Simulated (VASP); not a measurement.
Here is a VASP 6.6.1 calculation.

The input INCAR:

```
PREC     = Accurate       # precision mode
ENCUT    = 600            # plane-wave cutoff, eV
EDIFF    = 1E-6           # SCF threshold, eV
ISMEAR   = 0              # smearing method
SIGMA    = 0.02           # smearing width, eV
LREAL    = F              # projectors in reciprocal space
LASPH    = T              # aspherical terms in the spheres
NELM     = 150            # most SCF steps
ALGO     = Normal         # electronic algorithm
ISIF     = 3              # what is computed and relaxed
LWAVE    = F              # write WAVECAR
LCHARG   = F              # write CHGCAR
ISPIN    = 2              # spin polarisation
MAGMOM   = 3 0            # initial moments
LORBIT   = 11             # projections on sites
LMAXMIX  = 4              # l up to which the mixer works
LDAU     = T              # DFT+U
LDAUTYPE = 2            
LDAUL    = 2 -1           # shell
LDAUU    = 3.32 0         # U, eV
LDAUJ    = 0 0          
LDAUPRINT= 1            
GGA      = PE             # functional
IBRION   = 2              # ionic algorithm
NSW      = 80             # ionic steps
EDIFFG   = -0.01          # ionic threshold
```

The input KPOINTS:

```
Automatic mesh
0
Gamma
  10 10 10
```

POSCAR

```
CoO
1.0
    2.6612513074      0.0000000000      0.0000000000
    0.0000000000      2.6612513074      0.0000000000
    0.0000000000      0.0000000000      2.6612513074
Co O
1 1
Direct
    0.0000000000      0.0000000000      0.0000000000
    0.5000000000      0.5000000000      0.5000000000
```

Potentials or basis: VASP PAW PBE potentials, release 64 (Co, O).

Run with:

```bash
$ cat potpaw_PBE.64/Co/POTCAR potpaw_PBE.64/O/POTCAR > POTCAR
$ mpirun -np 1 vasp_std > vasp.out
```

**Question.** What does it give for the relaxed volume?

**Answer.** 9.20 Å³/atom.

**Question.** What does it give for the net moment?

**Answer.** 3.00 μB per cell.

Eigenvalues of the final occupation matrices:
```
    site  spin  trace               eigenvalues
site 1 d     1   4.90  0.96 0.96 0.99 0.99 0.99
site 1 d     2   2.23  0.11 0.11 0.11 0.95 0.95
```

Caveat: a cell with one magnetic atom can't hold antiferromagnetic order, which such compounds often take. The state reached can hang on the start; a lower one may exist.
